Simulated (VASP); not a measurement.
Write the native input for VASP 6.6.1 that does the following.

| Item | Value |
| --- | --- |
| Task | single point |
| Functional | PBE |
| Potentials or basis | VASP PAW PBE potentials, release 64 (Sb, Se) |
| Cutoff | 500 eV |
| k mesh | 6 × 10 × 4 |
| Occupations | gaussian, width 0.02 eV |
| Spin | no spin polarisation |
| Dipole correction | no |
| Further INCAR settings | ALGO = Normal; EDIFF = 1e-06; NBANDS = 39 |

The structure of Sb2Se3 lies in POSCAR:

```
Sb2Se3
1.0
    7.1665210556      0.0000000000      0.0867478121
    0.0000000000      4.0435578758      0.0000000000
    0.0550235704      0.0000000000     10.1218578165
Sb Se
4 6
Direct
    0.2501933794      0.7500000000      0.9771746017
    0.0907579138      0.2500000000      0.6475836246
    0.7498066206      0.2500000000      0.0228253983
    0.9092420862      0.7500000000      0.3524163754
    0.9265007518      0.7500000000      0.8337393987
    0.4197321645      0.2500000000      0.8277811926
    0.2431702602      0.7500000000      0.4879695226
    0.0734992482      0.2500000000      0.1662606013
    0.5802678355      0.7500000000      0.1722188074
    0.7568297398      0.2500000000      0.5120304774
```

The input as run:

INCAR

```
ALGO = Normal
EDIFF = 1E-6
ENCUT = 500
GGA = PE
GGA_COMPAT = False
ISIF = 2
ISMEAR = 0
LASPH = True
LCHARG = True
LELF = True
LREAL = False
LVHAR = True
LWAVE = False
NBANDS = 39
NELM = 120
PREC = Accurate
SIGMA = 0.02
```

KPOINTS

```
k-points
0
Gamma
  6 10 4
```

Potentials or basis: VASP PAW PBE potentials, release 64 (Sb, Se).

The run is started by

```sh
$ cat potpaw_PBE.64/Sb/POTCAR potpaw_PBE.64/Se/POTCAR > POTCAR
$ mpirun -np 1 vasp_std > vasp.out
```

Results of the run:

```json
{
 "Pressure": "0.8 GPa",
 "Largest force": "0.031 eV/Å",
 "Band gap on the k mesh": "0.49 eV (least direct gap 0.60 eV)"
}
```

Caveat: semilocal functionals underestimate gaps, and a narrow one can read as zero; spin-orbit coupling is left out, which moves the levels of the heavy elements.

It took 9.5 min on 1 thread of Oxide Virtual Turin-like Processor, with other jobs on the host, peak memory 0.8 GiB.
